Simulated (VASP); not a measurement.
A run of VASP 6.6.1:

INCAR

```
PREC     = Accurate       # precision mode
ENCUT    = 600            # plane-wave cutoff, eV
EDIFF    = 1E-7           # SCF threshold, eV
ISMEAR   = -1             # smearing method
SIGMA    = 0.1            # smearing width, eV
LREAL    = False          # projectors in reciprocal space
LASPH    = True           # aspherical terms in the spheres
NELM     = 60             # most SCF steps
ALGO     = Normal         # electronic algorithm
ISIF     = 3              # what is computed and relaxed
LWAVE    = False          # write WAVECAR
LCHARG   = False          # write CHGCAR
GGA      = PE             # functional
IBRION   = 2              # ionic algorithm
NSW      = 60             # ionic steps
EDIFFG   = -0.005         # ionic threshold
PSTRESS  = 1600.0
```

The input KPOINTS:

```
regular mesh
0
Gamma
  19 19 19
```

File POSCAR:

```
Os
1.0
   -1.4129828682      1.4129828682      1.4129828682
    1.4129828682     -1.4129828682      1.4129828682
    1.4129828682      1.4129828682     -1.4129828682
Os
1
Direct
    0.0000000000      0.0000000000      0.0000000000
```

Potentials or basis: VASP PAW PBE potentials, release 64 (Os).

Command:

```sh
$ cat potpaw_PBE.64/Os/POTCAR > POTCAR
$ mpirun -np 1 vasp_std > vasp.out
```

Hardware: 1 thread of AMD EPYC 7R43 64-Core Processor (Zen 3) (shared host).

How long does it take, and how much memory?

Run time: 99 s on 1 thread of AMD EPYC 7R43 64-Core Processor (Zen 3), with other jobs on the host, peak memory 0.12 GiB. Counts: scf iterations 60, k points 220, ion steps 12.
